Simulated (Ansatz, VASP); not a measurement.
FeS2 in VASP and in Ansatz

```
Fe S
1.0
     4.43081    0.00000    0.00000
     0.00000    5.40056    0.00000
     0.00000    0.00000    3.37924
Fe S
2 4
Direct
  0.50000 0.50000 0.50000
  0.00000 0.00000 0.00000
  0.29905 0.87784 0.50000
  0.70095 0.12216 0.50000
  0.20095 0.37784 0.00000
  0.79905 0.62216 0.00000
```

Alike in both runs: task single point; functional HSE06; k mesh 4 × 4 × 4; no spin polarisation.

```csv
,VASP,Ansatz
version,VASP 6.6.1,Ansatz 0.2.0
potentials or method,"VASP PAW PBE potentials, release 64 (Fe, S)","plane waves, PAW"
plane-wave cutoff (eV),520,420
occupations,"gaussian, width 0.01 eV",fixed
valence electrons in the cell,40,56
```

Ansatz gave:

* gap on the k mesh at the Fermi level (eV): 2.39
* pressure (GPa): -0.5
* traceless stress, the component that is largest in VASP (GPa): 2.53
* rms of the force components (eV/Å): 0.399

Problem. Which values does VASP return?

Solution. gap on the k mesh at the Fermi level (eV): 2.41; pressure (GPa): -0.4; traceless stress, the component that is largest in VASP (GPa): 2.84; rms of the force components (eV/Å): 0.459.

Atom by atom the forces differ by 0.060 eV/Å (rms over components). VASP's potentials hold 40 valence electrons a cell and Ansatz's 56, so a difference there can come from the potentials and not from the codes. Ansatz's warnings: stress exchange threshold loose, stress scf threshold loose.

The k mesh is coarse, so the values compare programs but aren't converged.
